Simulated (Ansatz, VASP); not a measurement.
## One calculation of BiTe, two programs

Contents of INCAR:

```
ALGO = Normal
EDIFF = 1E-6
ENCUT = 520
GGA = PE
ISIF = 2
ISMEAR = 0
LASPH = True
LCHARG = True
LELF = True
LREAL = False
LVHAR = True
LWAVE = False
NBANDS = 18
NELM = 100
PREC = Accurate
SIGMA = 0.05
```

Contents of KPOINTS:

```
k-points
0
Gamma
  10 10 10
```

File POSCAR:

```
BiTe
1.0
    3.9691644338     -0.0545724080      0.0046286059
   -0.0545724080      3.9127952799      0.0009217594
    0.0046286059      0.0009217594      3.9929861557
Bi Te
1 1
Direct
   -0.0043739320     -0.0090007417      0.0027487049
    0.5043739320      0.5090007417      0.4972512951
```

Input for Ansatz:

```yaml
crystal:
  lattice:
    - [3.9691644338, -0.054572408, 0.0046286059]
    - [-0.054572408, 3.9127952799, 0.0009217594]
    - [0.0046286059, 0.0009217594, 3.9929861557]
  atoms:
    - { symbol: Bi, position: [-0.004373932, -0.0090007417, 0.0027487049] }
    - { symbol: Te, position: [0.504373932, 0.5090007417, 0.4972512951] }
basis:
  ecutwfc: 420
  ecutrho_ratio: 4
kpoints:
  mp_grid: { grid: [10, 10, 10] }
hamiltonian:
  xc: pbe
scf:
  occupations: { method: gaussian, width: 0.05 }
output:
  forces: true
  stress: true
  eigenvalues: true
```

Change from the starting cell: all atoms moved at random (sigma 0.15 Å), cell strained at random (1 %).

Alike in both runs: task single point; functional PBE; k mesh 10 × 10 × 10; occupations gaussian, width 0.05 eV; no spin polarisation.

```csv
,VASP,Ansatz
version,VASP 6.6.1,Ansatz 0.2.0
potentials or method,"VASP PAW PBE potentials, release 64 (Bi_d, Te), cutoff 520 eV","scalar-relativistic, plane waves, PAW"
valence electrons in the cell,21,31
```

Ansatz gave:

```
gap on the k mesh at the Fermi level (eV)                     : none
pressure (GPa)                                                : -1.5
traceless stress, the component that is largest in VASP (GPa) : 0.81
rms of the force components (eV/Å)                            : 0.014
```

Estimate VASP's values.

gap on the k mesh at the Fermi level (eV): none; pressure (GPa): -1.3; traceless stress, the component that is largest in VASP (GPa): 0.81; rms of the force components (eV/Å): 0.014.

Atom by atom the forces differ by 0.000 eV/Å (rms over components). A gap of «none» marks a metal or a gap that the smearing closes. With one functional, cell and mesh, what is left measures potentials, basis and numerics. VASP's potentials hold 21 valence electrons a cell and Ansatz's 31, so a difference there can come from the potentials and not from the codes.

Spin-orbit coupling is off throughout.
